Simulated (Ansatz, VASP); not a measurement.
## One calculation of SnTe, two programs

The input INCAR:

```
SYSTEM = SnTe
PREC = Accurate ; ENCUT = 520
EDIFF = 1E-6 ; ISMEAR = 0
SIGMA = 0.01 ; LREAL = .FALSE.
LASPH = .TRUE. ; NELM = 100
ALGO = Normal ; ISIF = 2
LWAVE = .FALSE. ; LCHARG = .FALSE.
GGA = B5 ; ALDAX = 1.0
AGGAX = 1.0 ; AGGAC = 1.0
ALDAC = 0.0 ; NBANDS = 17
```

KPOINTS

```
regular mesh
0
G
  6 6 6
  0 0 0
```

Contents of POSCAR:

```
SnTe
1.0
    0.0000000000      3.6111460000      3.6111460000
    3.6111460000      0.0000000000      3.6111460000
    3.6111460000      3.6111460000      0.0000000000
Sn Te
1 1
Direct
    0.0000000000      0.0000000000      0.0000000000
    0.7500000000      0.7500000000      0.7500000000
```

Input for Ansatz:

```yaml
crystal:
  lattice:
    - [0.0, 3.611146, 3.611146]
    - [3.611146, 0.0, 3.611146]
    - [3.611146, 3.611146, 0.0]
  atoms:
    - { symbol: Sn, position: [0.0, 0.0, 0.0] }
    - { symbol: Te, position: [0.7499999999999999, 0.7499999999999999, 0.7499999999999999] }
basis:
  ecutwfc: 421.77648681281397
kpoints:
  mp_grid:
    grid: [6, 6, 6]
hamiltonian:
  xc: blyp
scf:
  occupations:
    method: fixed
output:
  stress: true
```

Alike in both runs: task single point; functional BLYP; k mesh 6 × 6 × 6; no spin polarisation.

```csv
,VASP,Ansatz
version,VASP 6.6.1,Ansatz 0.2.0
potentials or method,"VASP PAW PBE potentials, release 64 (Sn_d, Te), cutoff 520 eV","plane waves, PAW"
occupations,"gaussian, width 0.01 eV",fixed
valence electrons in the cell,20,30
```

```csv
,VASP,Ansatz,Ansatz less VASP
pressure (GPa),1.6,1.6,-0.07
```

VASP's potentials were made for PBE, not for BLYP. VASP's potentials hold 20 valence electrons a cell and Ansatz's 30, so a difference there can come from the potentials and not from the codes.

Neither program's run includes spin-orbit coupling.
